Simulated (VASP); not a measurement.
# SiC (P3m1) in VASP: a series of runs, part 2 of 2

VASP 6.6.1.

## Step 3: Single point, r2SCAN

This run uses another cell than the first one, of 10.60 Å³/atom, 1.056 times its volume.

Contents of POSCAR:

```
SiC
1.0
   -3.0759982064      0.0000000000      0.0000000000
   -1.5379991032     -2.6638925888      0.0000000000
    0.0000000000      0.0000000000     10.3460000000
Si C
4 4
Direct
    0.3333333333      0.3333333333      0.6379528320
    0.3333333333      0.3333333333      0.1500347961
    0.6666666667      0.6666666667      0.8819118500
    0.6666666667      0.6666666667      0.3939938140
    0.3333333333      0.3333333333      0.8258012759
    0.3333333333      0.3333333333      0.3378832399
    0.6666666667      0.6666666667      0.0939242219
    0.6666666667      0.6666666667      0.5818422579
```

Contents of INCAR.step1:

```
SYSTEM = SiC
PREC = Accurate
ENCUT = 520
ISMEAR = 0
SIGMA = 0.05
LREAL = .FALSE.
LASPH = .TRUE.
NELM = 100
NBANDS = 26
GGA = PE
ALGO = Normal
EDIFF = 1E-4
LWAVE = .TRUE.
LCHARG = .FALSE.
```

Contents of INCAR.step2:

```
SYSTEM = SiC
PREC = Accurate
ENCUT = 520
EDIFF = 1E-7
ISMEAR = 0
SIGMA = 0.05
LREAL = .FALSE.
LASPH = .TRUE.
NELM = 100
ALGO = Normal
ISIF = 2
LWAVE = .FALSE.
LCHARG = .FALSE.
METAGGA = R2SCAN
LMIXTAU = .TRUE.
NBANDS = 26
ISTART = 1
```

Contents of KPOINTS:

```
Automatic mesh
0
G
  8 8 3
  0 0 0
```

Potentials or basis: VASP PAW PBE potentials, release 64 (Si, C).

Started as:

```sh
> cat potpaw_PBE.64/Si/POTCAR potpaw_PBE.64/C/POTCAR > POTCAR
> cp INCAR.step1 INCAR
> mpirun -np 1 vasp_std > vasp.out
> cp INCAR.step2 INCAR
> mpirun -np 1 vasp_std > vasp.out
```

Wall time 1.8 min (1 thread of Intel Xeon 6975P-C (Granite Rapids), shared host); peak memory 0.22 GiB.

The run converged. Its results:

| Item | Value |
| --- | --- |
| Free energy | -76.8262 eV |
| Pressure | -3.2 GPa |
| Largest force | 2.310 eV/Å |
| Band gap on the k mesh | 3.02 eV |

Forces in eV/Å, atoms in the order of the input:
```
Si   0.000  0.000  0.539
Si   0.000  0.000 -0.156
Si   0.000  0.000  2.310
Si   0.000  0.000  0.523
C    0.000  0.000 -0.259
C    0.000  0.000 -0.514
C    0.000  0.000 -1.896
C    0.000  0.000 -0.547
```

Stress tensor (GPa, compression positive):
```
  1.11   0.00   0.00
  0.00   1.11   0.00
  0.00   0.00 -11.74
```

Levels at points of the mesh, in eV from the valence-band top:
```tsv
k point	band 14	band 15	band 16	band 17	band 18	band 19
(0.00, 0.00, 0.00)	-0.15	-0.15	0.00	5.25	5.52	6.23
(0.50, 0.00, 0.00)	-2.54	-2.13	-1.54	3.04	3.36	3.64
```

Caveat: the PAW data sets were made with another functional, which shifts forces and pressure a little. A k mesh can miss the band edges.

## Step 4: Single point, r2SCAN

This run uses another cell than the first one, of 10.85 Å³/atom, 1.082 times its volume.

Contents of POSCAR:

```
SiC
1.0
   -3.0759982064      0.0000000000      0.0000000000
   -1.5379991032     -2.6638925888      0.0000000000
    0.0000000000      0.0000000000     10.5960000000
Si C
4 4
Direct
    0.3333333333      0.3333333333      0.6229010948
    0.3333333333      0.3333333333      0.1464949037
    0.6666666667      0.6666666667      0.8611041903
    0.6666666667      0.6666666667      0.3846979992
    0.3333333333      0.3333333333      0.8063174783
    0.3333333333      0.3333333333      0.3299112873
    0.6666666667      0.6666666667      0.0917081918
    0.6666666667      0.6666666667      0.5681143828
```

Contents of INCAR.step1:

```
SYSTEM = SiC
PREC     = Accurate       ! precision mode
ENCUT    = 520            ! plane-wave cutoff, eV
ISMEAR   = 0              ! smearing method
SIGMA    = 0.05           ! smearing width, eV
LREAL    = .False.        ! projectors in reciprocal space
LASPH    = .True.         ! aspherical terms in the spheres
NELM     = 60             ! most SCF steps
NBANDS   = 26             ! bands
GGA      = PE             ! functional
ALGO     = Normal         ! electronic algorithm
EDIFF    = 1E-4           ! SCF threshold, eV
LWAVE    = .True.         ! write WAVECAR
LCHARG   = .False.        ! write CHGCAR
```

Contents of INCAR.step2:

```
SYSTEM = SiC
PREC     = Accurate       ! precision mode
ENCUT    = 520            ! plane-wave cutoff, eV
EDIFF    = 1E-6           ! SCF threshold, eV
ISMEAR   = 0              ! smearing method
SIGMA    = 0.05           ! smearing width, eV
LREAL    = .False.        ! projectors in reciprocal space
LASPH    = .True.         ! aspherical terms in the spheres
NELM     = 60             ! most SCF steps
ALGO     = Normal         ! electronic algorithm
ISIF     = 2              ! what is computed and relaxed
LWAVE    = .False.        ! write WAVECAR
LCHARG   = .True.         ! write CHGCAR
METAGGA  = R2SCAN         ! meta-GGA
LMIXTAU  = .True.       
LELF     = .True.         ! ELF
LVHAR    = .True.       
NBANDS   = 26             ! bands
ISTART   = 1
```

Contents of KPOINTS:

```
regular mesh
0
Gamma
  8 8 3
  0 0 0
```

Started as:

```sh
> cat potpaw_PBE.64/Si/POTCAR potpaw_PBE.64/C/POTCAR > POTCAR
> cp INCAR.step1 INCAR
> mpirun -np 1 vasp_std > vasp.out
> cp INCAR.step2 INCAR
> mpirun -np 1 vasp_std > vasp.out
```

Run time: 100 s. Hardware: 1 thread of Intel Xeon 6975P-C (Granite Rapids), shared host; peak memory 0.22 GiB.

It converged, with:

* Free energy: -76.1861 eV
* Pressure: -4.3 GPa
* Largest force: 2.499 eV/Å
* Band gap on the k mesh: 2.58 eV, indirect (least direct gap 4.14 eV)

Forces in eV/Å, atoms in the order of the input:
```
Si   0.000  0.000  0.343
Si   0.000  0.000 -0.911
Si   0.000  0.000  2.499
Si   0.000  0.000  0.316
C    0.000  0.000  0.056
C    0.000  0.000 -0.290
C    0.000  0.000 -1.643
C    0.000  0.000 -0.370
```

Stress tensor (GPa, compression positive):
```
  1.03   0.00   0.00
  0.00   1.03   0.00
  0.00   0.00 -14.82
```

Levels at points of the mesh, in eV from the valence-band top:
```tsv
k point	band 13	band 14	band 15	band 16	band 17	band 18	band 19	band 20
(0.00, 0.00, 0.00)	-0.88	-0.13	0.00	0.00	4.24	5.10	6.03	6.75
(0.50, 0.00, 0.00)	-2.79	-2.54	-1.79	-1.51	2.65	2.96	3.57	4.39
```

Caveat: the PAW data sets were made with another functional, which shifts forces and pressure a little. r2SCAN opens gaps a little over a GGA but as a rule still falls short of measured ones.

## Step 5: Single point, r2SCAN

This run uses another cell than the first one, of 11.11 Å³/atom, 1.107 times its volume.

Contents of POSCAR:

```
SiC
1.0
   -3.0759982064      0.0000000000      0.0000000000
   -1.5379991032     -2.6638925888      0.0000000000
    0.0000000000      0.0000000000     10.8460000000
Si C
4 4
Direct
    0.3333333333      0.3333333333      0.6085432417
    0.3333333333      0.3333333333      0.1431182003
    0.6666666667      0.6666666667      0.8412557625
    0.6666666667      0.6666666667      0.3758307210
    0.3333333333      0.3333333333      0.7877318827
    0.3333333333      0.3333333333      0.3223068412
    0.6666666667      0.6666666667      0.0895943205
    0.6666666667      0.6666666667      0.5550193620
```

Contents of INCAR.step1:

```
SYSTEM = SiC
ALGO = Normal ; EDIFF = 1E-4
ENCUT = 520 ; GGA = PE
ISMEAR = 0 ; LASPH = .True.
LCHARG = .False. ; LREAL = .False.
LWAVE = .True. ; NBANDS = 26
NELM = 60 ; PREC = Accurate
SIGMA = 0.05
```

Contents of INCAR.step2:

```
SYSTEM = SiC
ALGO = Normal ; EDIFF = 1E-6
ENCUT = 520 ; ISIF = 2
ISMEAR = 0 ; ISTART = 1
LASPH = .True. ; LCHARG = .True.
LELF = .True. ; LMIXTAU = .True.
LREAL = .False. ; LVHAR = .True.
LWAVE = .False. ; METAGGA = R2SCAN
NBANDS = 26 ; NELM = 60
PREC = Accurate ; SIGMA = 0.05
```

Contents of KPOINTS:

```
k-points
0
Gamma
  8 8 3
  0 0 0
```

Started as:

```sh
> cat potpaw_PBE.64/Si/POTCAR potpaw_PBE.64/C/POTCAR > POTCAR
> cp INCAR.step1 INCAR
> mpirun -np 1 vasp_std > vasp.out
> cp INCAR.step2 INCAR
> mpirun -np 1 vasp_std > vasp.out
```

Wall time 90 s (1 thread of Intel Xeon 6975P-C (Granite Rapids), shared host); peak memory 0.22 GiB.

Results (log left out):

* Free energy: -75.5221 eV
* Pressure: -4.4 GPa
* Largest force: 2.254 eV/Å
* Band gap on the k mesh: 1.90 eV, indirect (least direct gap 3.07 eV)

Forces on the atoms (eV/Å):
```
Si   0.000  0.000  0.198
Si   0.000  0.000 -1.487
Si   0.000  0.000  2.254
Si   0.000  0.000  0.159
C    0.000  0.000  0.236
C    0.000  0.000 -0.110
C    0.000  0.000 -1.004
C    0.000  0.000 -0.246
```

Stress tensor (GPa, compression positive):
```
  1.08   0.00   0.00
  0.00   1.08   0.00
  0.00   0.00 -15.22
```

Levels at points of the mesh, in eV from the valence-band top:
```csv
k point,band 12,band 13,band 14,band 15,band 16,band 17,band 18,band 19,band 20,band 21
"(0.00, 0.00, 0.00)",-1.10,-1.10,-0.34,0.00,0.00,3.07,4.80,5.75,6.43,6.43
"(0.50, 0.00, 0.00)",-3.44,-3.02,-2.73,-1.56,-1.53,1.94,2.62,3.35,4.15,4.28
```

Caveat: the PAW data sets were made with another functional, which shifts forces and pressure a little.

## Step 6: Single point, r2SCAN

This run uses another cell than the first one, of 11.37 Å³/atom, 1.133 times its volume.

Contents of POSCAR:

```
SiC
1.0
   -3.0759982064      0.0000000000      0.0000000000
   -1.5379991032     -2.6638925888      0.0000000000
    0.0000000000      0.0000000000     11.0960000000
Si C
4 4
Direct
    0.3333333333      0.3333333333      0.5948323720
    0.3333333333      0.3333333333      0.1398936554
    0.6666666667      0.6666666667      0.8223017304
    0.6666666667      0.6666666667      0.3673630137
    0.3333333333      0.3333333333      0.7699837779
    0.3333333333      0.3333333333      0.3150450613
    0.6666666667      0.6666666667      0.0875757030
    0.6666666667      0.6666666667      0.5425144196
```

Contents of INCAR.step1:

```
PREC = Accurate
ENCUT = 520
ISMEAR = 0
SIGMA = 0.05
LREAL = False
LASPH = True
NELM = 80
NBANDS = 26
GGA = PE
ALGO = Normal
EDIFF = 1E-4
LWAVE = True
LCHARG = False
```

Contents of INCAR.step2:

```
PREC = Accurate
ENCUT = 520
EDIFF = 1E-7
ISMEAR = 0
SIGMA = 0.05
LREAL = False
LASPH = True
NELM = 80
ALGO = Normal
ISIF = 2
LWAVE = False
LCHARG = False
METAGGA = R2SCAN
LMIXTAU = True
NBANDS = 26
ISTART = 1
```

Contents of KPOINTS:

```
regular mesh
0
Gamma
  8 8 3
```

Potentials or basis: VASP PAW PBE potentials, release 64 (Si, C).

Started as:

```sh
> cat potpaw_PBE.64/Si/POTCAR potpaw_PBE.64/C/POTCAR > POTCAR
> cp INCAR.step1 INCAR
> mpirun -np 1 vasp_std > vasp.out
> cp INCAR.step2 INCAR
> mpirun -np 1 vasp_std > vasp.out
```

Run time: 1.8 min. Hardware: 1 thread of Intel Xeon 6975P-C (Granite Rapids), shared host; peak memory 0.22 GiB.

The run converged. Its results:

```
Free energy            : -74.9191 eV
Pressure               : -4.0 GPa
Largest force          : 1.902 eV/Å
Band gap on the k mesh : 1.32 eV, indirect (least direct gap 2.18 eV)
```

Forces on the atoms (eV/Å):
```
Si   0.000  0.000  0.097
Si   0.000  0.000 -1.902
Si   0.000  0.000  1.890
Si   0.000  0.000  0.041
C    0.000  0.000  0.336
C    0.000  0.000  0.030
C    0.000  0.000 -0.328
C    0.000  0.000 -0.166
```

Stress tensor (GPa, compression positive):
```
  1.17   0.00   0.00
  0.00   1.17   0.00
  0.00   0.00 -14.40
```

Levels at points of the mesh, in eV from the valence-band top:
| k point | band 12 | band 13 | band 14 | band 15 | band 16 | band 17 | band 18 | band 19 | band 20 | band 21 |
| --- | --- | --- | --- | --- | --- | --- | --- | --- | --- | --- |
| (0.00, 0.00, 0.00) | -1.26 | -1.26 | -0.45 | 0.00 | 0.00 | 2.18 | 4.58 | 5.56 | 6.20 | 6.20 |
| (0.50, 0.00, 0.00) | -3.64 | -3.16 | -2.88 | -1.58 | -1.26 | 1.33 | 2.40 | 3.18 | 3.89 | 4.16 |

Caveat: the PAW data sets were made with another functional, which shifts forces and pressure a little.

## Step 7: Summary

```tsv
cell	gap on the mesh (eV)	pressure (GPa)	largest force (eV/Å)
a = 3.076, b = 3.076, c = 9.796 Å, angles 90.0, 90.0, 60.0°, 8 atoms	2.74	10.1	6.65
a = 3.076, b = 3.076, c = 10.346 Å, angles 90.0, 90.0, 60.0°, 8 atoms	3.02	-3.2	2.31
a = 3.076, b = 3.076, c = 10.596 Å, angles 90.0, 90.0, 60.0°, 8 atoms	2.58	-4.3	2.50
a = 3.076, b = 3.076, c = 10.846 Å, angles 90.0, 90.0, 60.0°, 8 atoms	1.90	-4.4	2.25
a = 3.076, b = 3.076, c = 11.096 Å, angles 90.0, 90.0, 60.0°, 8 atoms	1.32	-4.0	1.90
```

Alike in all rows: task single point; level r2SCAN; potentials or basis VASP PAW PBE potentials, release 64 (Si, C); no spin polarisation; k mesh 8 × 8 × 3; cutoff (eV) 520; smearing gaussian 0.05 eV.

Caveats: the PAW data sets were made with another functional, which shifts forces and pressure a little.

Absolute energies hang on the potentials; compare differences alone.
